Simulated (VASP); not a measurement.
Runs of VASP 6.6.1 on Zn. The structure is that of space group Fm-3m (No. 225), or close to it. The cells are those of the table. 

```tsv
cell	gap on the mesh (eV)	pressure (GPa)
a = 2.744, b = 2.744, c = 2.709 Å, angles 60.4, 60.4, 59.2°, 1 atom	none	(b)
a = 2.815, b = 2.815, c = 2.709 Å, angles 61.2, 61.2, 57.5°, 1 atom	none	0.7
a = 2.918 Å, angles 60.0°, 1 atom	none	-6.8
a = 2.746, b = 2.746, c = 2.640 Å, angles 61.3, 61.3, 57.5°, 1 atom	none	(a)
a = 2.675, b = 2.675, c = 2.709 Å, angles 59.6, 59.6, 60.9°, 1 atom	none	9.7
a = 2.814, b = 2.814, c = 2.779 Å, angles 60.4, 60.4, 59.2°, 1 atom	none	-1.3
a = 2.849, b = 2.849, c = 2.779 Å, angles 60.8, 60.8, 58.4°, 1 atom	none	-2.6
```

Alike in all rows: task single point; level PBE; potentials or basis VASP PAW PBE potentials, release 64 (Zn); no spin polarisation; k mesh 20 × 20 × 20; cutoff (eV) 520; smearing gaussian 0.15 eV.

Q: Estimate the missing entries.

A: (a) 7.4; (b) 4.4.

Caveats: the cell stands under pressure (at least some runs); the cell stands under tension (at least some runs).

A gap of «none» marks levels without a gap at the run's occupations.
